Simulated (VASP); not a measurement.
# Rh (Cmcm) in VASP: a series of runs, part 2 of 2

VASP 6.6.1. The steps go on from the part before.

### 4 Single point, PBEsol

This run uses another cell than the first one, of the same volume but with other edges.

The input, INCAR:

```
ALGO = Fast
EDIFF = 1E-6
ENCUT = 520
GGA = PS
ISIF = 2
ISMEAR = 0
LASPH = True
LCHARG = False
LREAL = False
LWAVE = False
NBANDS = 38
NELM = 100
PREC = Accurate
SIGMA = 0.15
```

The input, KPOINTS:

```
k-points
0
Gamma
  18 18 6
```

The input, POSCAR:

```
Rh
1.0
    2.7737581223      0.0000000000      0.0000000000
   -1.3868790611      2.2320693320      0.0000000000
    0.0000000000      0.0000000000      8.7275109659
Rh
4
Direct
    0.0000000000      0.0000000000      0.0000000000
    0.3333333333      0.6666666667      0.2500000000
    0.0000000000      0.0000000000      0.5000000000
    0.6666666667      0.3333333333      0.7500000000
```

Potentials or basis: VASP PAW PBE potentials, release 64 (Rh_pv).

On the command line:

```console
$ cat potpaw_PBE.64/Rh_pv/POTCAR > POTCAR
$ mpirun -np 1 vasp_std > vasp.out
```

OUTCAR:

```text
EDIFF = 1E-6
   ENCUT = 520
   GGA = PS
   ISIF = 2
   ISMEAR = 0
   LASPH = True
   LREAL = False
   NELM = 100
   PREC = Accurate

 ion  position               nearest neighbor table
   1  0.000  0.000  0.000-   2 2.64   4 2.64   4 2.69   2 2.69   4 2.69   2 2.69
   2  0.333  0.667  0.250-   1 2.64   3 2.64   1 2.69   3 2.69   1 2.69   3 2.69
   3  0.000  0.000  0.500-   2 2.64   4 2.64   4 2.69   2 2.69   4 2.69   2 2.69
   4  0.667  0.333  0.750-   1 2.64   3 2.64   1 2.69   3 2.69   1 2.69   3 2.69

  Warning from LATTYP: Monoclinic adjustment (A1->A3, A2->A1, A3->A2)!
  LATTYP: Found a base centered orthorhombic cell.
 ALAT       =     2.7737581223
 B/A-ratio  =     1.6094188704
 C/A-ratio  =     3.1464571102

  Lattice vectors:

 A1 = (   1.3868790611,  -2.2320693320,   0.0000000000)
 A2 = (   1.3868790612,   2.2320693320,   0.0000000000)
 A3 = (   0.0000000000,   0.0000000000,   8.7275109659)

Analysis of symmetry for initial positions (statically):
=====================================================================
 Subroutine PRICEL returns:
 Original cell was already a primitive cell.

 Routine SETGRP: Setting up the symmetry group for a
 base centered orthorhombic supercell.

 Subroutine GETGRP returns: Found  8 space group operations
 (whereof  4 operations were pure point group operations)
 out of a pool of  8 trial point group operations.

The static configuration has the point symmetry C_2h.
 The point group associated with its full space group is D_2h.

Analysis of symmetry for dynamics (positions and initial velocities):
=====================================================================
 Subroutine PRICEL returns:
 Original cell was already a primitive cell.

 Routine SETGRP: Setting up the symmetry group for a
 base centered orthorhombic supercell.

 Subroutine GETGRP returns: Found  8 space group operations
 (whereof  4 operations were pure point group operations)
 out of a pool of  8 trial point group operations.

The dynamic configuration has the point symmetry C_2h.
 The point group associated with its full space group is D_2h.

 Subroutine INISYM returns: Found  8 space group operations
 (whereof  4 operations are pure point group operations),
 and found     1 'primitive' translations

----------------------------------------------------------------------------------------

                                     Primitive cell

  volume of cell :      54.0339

  direct lattice vectors                    reciprocal lattice vectors
     2.773758122  0.000000000  0.000000000     0.360521702  0.224007379  0.000000000
    -1.386879061  2.232069332  0.000000000     0.000000000  0.448014757  0.000000000
     0.000000000  0.000000000  8.727510966     0.000000000  0.000000000  0.114580206

  length of vectors
     2.773758122  2.627844560  8.727510966     0.424446938  0.448014757  0.114580206

  position of ions in fractional coordinates (direct lattice)
     0.000000000  0.000000000  0.000000000
     0.333333333  0.666666667  0.250000000
     0.000000000  0.000000000  0.500000000
     0.666666667  0.333333333  0.750000000

  ion indices of the primitive-cell ions
   primitive index   ion index
[... 28 lines left out ...]

 Found    364 irreducible k-points:

 Following reciprocal coordinates:
            Coordinates               Weight
  0.000000  0.000000  0.000000      1.000000
  0.055556  0.000000  0.000000      4.000000
  0.111111  0.000000  0.000000      4.000000
  0.166667  0.000000  0.000000      4.000000
  0.222222  0.000000  0.000000      4.000000
  0.277778  0.000000  0.000000      4.000000
[... 16 lines left out ...]
 -0.333333  0.055556  0.000000      4.000000
 -0.277778  0.055556  0.000000      4.000000
 [... further k-points ...]
   k-points           NKPTS =    364   k-points in BZ     NKDIM =    364   number of bands    NBANDS=     38
   number of dos      NEDOS =    301   number of ions     NIONS =      4
   total plane-waves  NPLWV =  33600
   dimension x,y,z NGX =    24 NGY =   20 NGZ =   70
   dimension x,y,z NGXF=    48 NGYF=   40 NGZF=  140
   ions per type =               4
   NGX,Y,Z   is equivalent  to a cutoff of  14.38, 12.65, 13.33 a.u.
   NGXF,Y,Z  is equivalent  to a cutoff of  28.77, 25.31, 26.67 a.u.
 SYSTEM =  unknown system
   PREC   = accura    normal or accurate (medium, high low for compatibility)
   ISTART =      0    job   : 0-new  1-cont  2-samecut
   ICHARG =      2    charge: 1-file 2-atom 10-const
   ISPIN  =      1    spin polarized calculation?
   LNONCOLLINEAR =      F non collinear calculations
   LSORBIT =      F    spin-orbit coupling
   LASPH  =      T    aspherical Exc in radial PAW
   ENCUT  =  520.0 eV  38.22 Ry    6.18 a.u.   5.16  4.89 16.23*2*pi/ulx,y,z
   NELM   =    100;   NELMIN=  2; NELMDL= -5     # of ELM steps
   EDIFF  = 0.1E-05   stopping-criterion for ELM
   LREAL  =      F    real-space projection
   EDIFFG = 0.1E-04   stopping-criterion for IOM
   NSW    =      0    number of steps for IOM
   IBRION =     -1    ionic relax: 0-MD 1-quasi-New 2-CG
   NFREE  =      0    steps in history (QN), initial steepest desc. (CG)
   ISIF   =      2    stress and relaxation
   ISYM   =      2    0-nonsym 1-usesym 2-fastsym
   POTIM  = 0.5000    time-step for ionic-motion
   TEBEG  =    0.0;   TEEND  =   0.0 temperature during run
   PSTRESS=    0.0 pullay stress
   NELECT =      60.0000    total number of electrons
   NUPDOWN=      -1.0000    fix difference up-down
   EMIN   =  10.00;   EMAX   =-10.00  energy-range for DOS
   EFERMI =   0.00;   METHOD = LEGACY
   ISMEAR =     0;   SIGMA  =   0.15  broadening in eV -4-tet -1-fermi 0-gaus
   EFERMI_NEDOS =   21; number of points for ismear=-14 and -15
   IALGO  =     68    algorithm
   IMIX   =      4    mixing-type and parameters
     AMIX     =   0.40;   BMIX     =  1.00
     AMIX_MAG =   1.60;   BMIX_MAG =  1.00
  volume/ion in A,a.u.               =      13.51        91.16
  Fermi-wavevector in a.u.,A,eV,Ry     =   1.695260  3.203577 39.101879  2.873907
  Thomas-Fermi vector in A             =   2.776336
   LORBIT       =      0    0 simple, 1 ext, 2 COOP (PROOUT), +10 PAW based schemes
   GGA     = PS    functional components
   LHFCALC =     F    Hartree Fock is set to
   AEXX    =    0.0000 exact exchange contribution
   IVDW    =     0    specifies the selected vdW correction
   LEPSILON=     F    determine dielectric tensor
   LRPA    =     F    only Hartree local field effects (RPA)
 non-spin polarized calculation
 RMM-DIIS sequential band-by-band and
 Gauss-broadening in eV      SIGMA  =   0.15
  energy-cutoff  :      520.00
  volume of cell :       54.03
 maximum number of plane-waves:      1478
 NGX is ok and might be reduce to    24

 number of electron      59.9999985 magnetization

 Free energy of the ion-electron system (eV)
  ---------------------------------------------------
  ext. energy  EPLUGINS =         0.00000000
  ---------------------------------------------------
  free energy    TOTEN  =       -32.35507458 eV

  energy without entropy =      -32.29081839  energy(sigma->0) =      -32.32294648

 E-fermi :  12.1051     XC(G=0): -14.3282

 val. band max:       12.1045221503   @ k =   0.0556   0.3333   0.1667
 cond. band min:      12.1083703529   @ k =  -0.3333   0.1667   0.1667
 fundamental gap:      0.0038482026
 Fermi energy:        12.1050645134

 k-point     1 :       0.0000    0.0000    0.0000
  band No.  band energies     occupation
      1     -35.0620      2.00000
      2     -34.6788      2.00000
      3     -34.6761      2.00000
      4     -34.3800      2.00000
      5     -34.3601      2.00000
      6     -34.3395      2.00000
[... 973 lines left out ...]
     37      20.6085      0.00000
     38      25.3509      0.00000

 [... further k-points ...]

------------------------ aborting loop because EDIFF is reached ----------------------------------------

  FORCE on cell =-STRESS in cart. coord.  units (eV):
  Direction    XX          YY          ZZ          XY          YZ          ZX
  --------------------------------------------------------------------------------------
  -------------------------------------------------------------------------------------
  Total       -3.0069667      4.6715370      0.0041914      0.0000000      0.0000000      0.0000000
  in kB      -89.1605071    138.5171997      0.1242800      0.0000000      0.0000000      0.0000000
  external PRESSURE =      16.4936575 kB  Pullay stress =       0.0000000 kB

 VOLUME and BASIS-vectors are now :
 -----------------------------------------------------------------------------
  energy-cutoff  :      520.00
  volume of cell :       54.03
      direct lattice vectors                 reciprocal lattice vectors
     2.773758122  0.000000000  0.000000000     0.360521702  0.224007379  0.000000000
    -1.386879061  2.232069332  0.000000000     0.000000000  0.448014757  0.000000000
     0.000000000  0.000000000  8.727510966     0.000000000  0.000000000  0.114580206

 POSITION                                       TOTAL-FORCE (eV/Angst)
 -----------------------------------------------------------------------------------
      0.00000      0.00000      0.00000         0.000000      0.000000      0.000000
     -0.00000      1.48805      2.18188         0.000000      0.175669      0.000000
      0.00000      0.00000      4.36376         0.000000      0.000000      0.000000
      1.38688      0.74402      6.54563        -0.000000     -0.175669      0.000000
 -----------------------------------------------------------------------------------
    total drift:                               -0.000000      0.000000      0.000000

  FREE ENERGIE OF THE ION-ELECTRON SYSTEM (eV)
  ---------------------------------------------------
  free  energy   TOTEN  =       -32.3550745827 eV

  energy  without entropy=      -32.2908183854  energy(sigma->0) =      -32.32294648
```

OSZICAR:

```text
N       E                     dE             d eps       ncg     rms          rms(c)
DAV:   1     0.772245655705E+03    0.77225E+03   -0.36575E+04 28152   0.184E+03
DAV:   2    -0.908881444971E+01   -0.78133E+03   -0.75937E+03 28928   0.575E+02
DAV:   3    -0.345705532712E+02   -0.25482E+02   -0.24783E+02 30612   0.113E+02
DAV:   4    -0.348185320881E+02   -0.24798E+00   -0.24776E+00 30532   0.113E+01
DAV:   5    -0.348226861886E+02   -0.41541E-02   -0.41540E-02 30902   0.147E+00    0.233E+01
RMM:   6    -0.324425517345E+02    0.23801E+01   -0.68434E+00 27761   0.175E+01    0.765E+00
RMM:   7    -0.323859124383E+02    0.56639E-01   -0.59916E-01 28403   0.406E+00    0.312E+00
RMM:   8    -0.324145154506E+02   -0.28603E-01   -0.13730E-01 28548   0.228E+00    0.278E+00
RMM:   9    -0.323593899322E+02    0.55126E-01   -0.75612E-02 28403   0.201E+00    0.885E-01
RMM:  10    -0.323550162684E+02    0.43737E-02   -0.11477E-02 29459   0.774E-01    0.432E-02
RMM:  11    -0.323550729478E+02   -0.56679E-04   -0.73104E-04 29677   0.184E-01    0.277E-02
RMM:  12    -0.323550735477E+02   -0.59984E-06   -0.12401E-04 30570   0.963E-02    0.911E-03
RMM:  13    -0.323550734327E+02    0.11502E-06   -0.30117E-05 33093   0.437E-02    0.583E-03
RMM:  14    -0.323550746454E+02   -0.12127E-05   -0.81030E-06 28756   0.258E-02    0.224E-03
RMM:  15    -0.323550745827E+02    0.62731E-07   -0.33641E-06 20155   0.154E-02
   1 F= -.32355075E+02 E0= -.32322946E+02  d E =-.642562E-01
```

Run time: 5.2 min. Hardware: 1 thread of Intel Xeon 6975P-C (Granite Rapids), shared host; peak memory 0.57 GiB.

What came out:

| Property | Result |
| --- | --- |
| Free energy | -32.3551 eV |
| Pressure | 1.6 GPa |
| Largest force | 0.176 eV/Å |
| Band gap on the k mesh | zero (bands 30 and 31 overlap by 2.21 eV) |

Forces in eV/Å, atoms in the order of the input:
```
Rh   0.000  0.000  0.000
Rh   0.000  0.176  0.000
Rh   0.000  0.000  0.000
Rh   0.000 -0.176  0.000
```

Levels at points of the mesh, in eV from the Fermi level:
```csv
k point,band 28,band 29,band 30,band 31,band 32,band 33
"(0.00, 0.00, 0.00)",-1.65,-1.26,-0.98,-0.76,-0.49,-0.18
"(0.50, 0.00, 0.00)",0.53,0.62,0.75,0.91,0.96,1.07
"(0.00, 0.50, 0.00)",0.76,0.88,0.91,0.97,1.05,1.66
"(0.00, 0.00, 0.50)",-1.33,-1.23,-1.23,-0.94,-0.94,-0.02
"(0.50, 0.00, 0.50)",-0.02,0.49,0.49,0.71,0.71,2.76
"(0.00, 0.50, 0.50)",-0.31,0.80,0.80,1.01,1.01,3.26
```

Caveat: the cell differs from its parent crystal (strain +e along x and -e along y +0.0367, strain +e along z and -e/2 along x and y +0.0000); the stress differs along the axes, from -9 to 14 GPa; the PAW data sets were made with another functional, which shifts forces and pressure a little.

### 5 Single point, PBEsol

The input, INCAR:

```
  PREC = Accurate
  ENCUT = 520
  EDIFF = 1E-6
  ISMEAR = 0
  SIGMA = 0.15
  LREAL = False
  LASPH = True
  NELM = 80
  ALGO = Fast
  ISIF = 2
  LWAVE = False
  LCHARG = True
  GGA = PS
  LELF = True
  LVHAR = True
  NBANDS = 38
```

The input, KPOINTS:

```
Automatic mesh
0
Gamma
  18 18 6
```

The input, POSCAR:

```
Rh
1.0
    2.6754311126      0.0000000000      0.0000000000
   -1.3377155563      2.4870669754      0.0000000000
    0.0000000000      0.0000000000      8.0877844121
Rh
4
Direct
    0.0000000000      0.0000000000      0.0000000000
    0.3333333333      0.6666666667      0.2500000000
    0.0000000000      0.0000000000      0.5000000000
    0.6666666667      0.3333333333      0.7500000000
```

On the command line:

```console
$ cat potpaw_PBE.64/Rh_pv/POTCAR > POTCAR
$ mpirun -np 1 vasp_std > vasp.out
```

Run time: 5.5 min. Hardware: 1 thread of Intel Xeon 6975P-C (Granite Rapids), shared host; peak memory 0.57 GiB.

It converged, with:

- Free energy: -31.9138 eV
- Pressure: 7.0 GPa
- Largest force: 0.277 eV/Å
- Band gap on the k mesh: zero (bands 30 and 31 overlap by 2.05 eV)

Forces on the atoms (eV/Å):
```
Rh   0.000  0.000  0.000
Rh   0.000 -0.277  0.000
Rh   0.000  0.000  0.000
Rh   0.000  0.277  0.000
```

Stress tensor (GPa, compression positive):
```
  3.78   0.00   0.00
  0.00 -12.68   0.00
  0.00   0.00  29.99
```

Levels at points of the mesh, in eV from the Fermi level:
| k point | band 27 | band 28 | band 29 | band 30 | band 31 | band 32 | band 33 | band 34 |
| --- | --- | --- | --- | --- | --- | --- | --- | --- |
| (0.00, 0.00, 0.00) | -2.25 | -2.03 | -1.55 | -1.46 | -1.20 | -0.34 | -0.03 | 0.62 |
| (0.50, 0.00, 0.00) | 0.12 | 0.23 | 0.49 | 0.85 | 1.02 | 1.15 | 1.18 | 2.42 |
| (0.00, 0.50, 0.00) | 0.14 | 0.17 | 0.49 | 0.54 | 0.66 | 0.73 | 1.25 | 1.76 |
| (0.00, 0.00, 0.50) | -1.45 | -1.45 | -1.00 | -1.00 | -0.36 | -0.36 | 0.05 | 0.05 |
| (0.50, 0.00, 0.50) | -0.19 | -0.19 | 0.14 | 0.14 | 0.59 | 0.59 | 2.89 | 2.89 |
| (0.00, 0.50, 0.50) | -0.11 | -0.11 | 0.08 | 0.08 | 0.60 | 0.60 | 2.32 | 2.32 |

Caveat: the cell differs from its parent crystal (strain +e along x and -e along y -0.0367, strain +e along z and -e/2 along x and y -0.0733); the stress differs along the axes, from -13 to 30 GPa; the PAW data sets were made with another functional, which shifts forces and pressure a little.

### 6 Single point, PBEsol

The input, INCAR:

```
PREC     = Accurate       # precision mode
ENCUT    = 520            # plane-wave cutoff, eV
EDIFF    = 1E-6           # SCF threshold, eV
ISMEAR   = 0              # smearing method
SIGMA    = 0.15           # smearing width, eV
LREAL    = F              # projectors in reciprocal space
LASPH    = T              # aspherical terms in the spheres
NELM     = 100            # most SCF steps
ALGO     = Fast           # electronic algorithm
ISIF     = 2              # what is computed and relaxed
LWAVE    = F              # write WAVECAR
LCHARG   = F              # write CHGCAR
GGA      = PS             # functional
NBANDS   = 38             # bands
```

KPOINTS is that of step 5.

The input, POSCAR:

```
Rh
1.0
    2.5285426000      0.0000000000      0.0000000000
   -1.2642713000      2.5294700366      0.0000000000
    0.0000000000      0.0000000000      8.4072113135
Rh
4
Direct
    0.0000000000      0.0000000000      0.0000000000
    0.3333333333      0.6666666667      0.2500000000
    0.0000000000      0.0000000000      0.5000000000
    0.6666666667      0.3333333333      0.7500000000
```

Potentials or basis: VASP PAW PBE potentials, release 64 (Rh_pv).

On the command line:

```console
$ cat potpaw_PBE.64/Rh_pv/POTCAR > POTCAR
$ mpirun -np 1 vasp_std > vasp.out
```

It took 6.4 min on 1 thread of Intel Xeon 6975P-C (Granite Rapids), shared host; peak memory 0.56 GiB.

It converged, with:

```
Free energy            : -31.8298 eV
Pressure               : 7.9 GPa
Largest force          : 0.400 eV/Å
Band gap on the k mesh : zero (bands 30 and 31 overlap by 2.09 eV)
```

Forces on the atoms (eV/Å):
```
Rh   0.000  0.000  0.000
Rh   0.000 -0.400  0.000
Rh   0.000  0.000  0.000
Rh   0.000  0.400  0.000
```

Stress tensor (GPa, compression positive):
```
 28.10   0.00   0.00
  0.00 -18.66   0.00
  0.00   0.00  14.26
```

Levels at points of the mesh, in eV from the Fermi level:
| k point | band 28 | band 29 | band 30 | band 31 | band 32 | band 33 |
| --- | --- | --- | --- | --- | --- | --- |
| (0.00, 0.00, 0.00) | -1.66 | -1.40 | -1.06 | -0.75 | -0.55 | 0.11 |
| (0.50, 0.00, 0.00) | 0.38 | 0.45 | 0.84 | 1.20 | 1.41 | 1.61 |
| (0.00, 0.50, 0.00) | 0.36 | 0.38 | 0.63 | 0.65 | 0.75 | 1.17 |
| (0.00, 0.00, 0.50) | -1.56 | -0.86 | -0.86 | -0.66 | -0.66 | -0.12 |
| (0.50, 0.00, 0.50) | -0.25 | 0.38 | 0.38 | 0.66 | 0.66 | 3.36 |
| (0.00, 0.50, 0.50) | 0.15 | 0.32 | 0.32 | 0.71 | 0.71 | 2.14 |

Caveat: the cell differs from its parent crystal (strain +e along x and -e along y -0.0733, strain +e along z and -e/2 along x and y -0.0367); the stress differs along the axes, from -19 to 28 GPa; the PAW data sets were made with another functional, which shifts forces and pressure a little.

### 7 Overview

| cell | gap on the mesh (eV) | pressure (GPa) | largest force (eV/Å) |
| --- | --- | --- | --- |
| a = 2.528, b = 2.677, c = 9.048 Å, angles 90.0, 90.0, 118.2°, 4 atoms | none | 3.3 | 0.12 |
| a = 2.823, b = 2.677, c = 8.407 Å, angles 90.0, 90.0, 121.8°, 4 atoms | none | 2.9 | 0.24 |
| a = 2.774, b = 2.628, c = 8.728 Å, angles 90.0, 90.0, 121.9°, 4 atoms | none | 1.6 | 0.18 |
| a = 2.675, b = 2.824, c = 8.088 Å, angles 90.0, 90.0, 118.3°, 4 atoms | none | 7.0 | 0.28 |
| a = 2.529, b = 2.828, c = 8.407 Å, angles 90.0, 90.0, 116.6°, 4 atoms | none | 7.9 | 0.40 |

Alike in all rows: task single point; level PBEsol; potentials or basis VASP PAW PBE potentials, release 64 (Rh_pv); no spin polarisation; k mesh 18 × 18 × 6; cutoff (eV) 520; smearing gaussian 0.15 eV.

Caveats: the PAW data sets were made with another functional, which shifts forces and pressure a little; the stress differs along the axes, from -12 to 27 GPa (at least some runs); the stress differs along the axes, from -12 to 14 GPa (at least some runs); the stress differs along the axes, from -9 to 14 GPa (at least some runs); the stress differs along the axes, from -13 to 30 GPa (at least some runs); the stress differs along the axes, from -19 to 28 GPa (at least some runs).

Absolute energies hang on the potentials; compare differences alone.
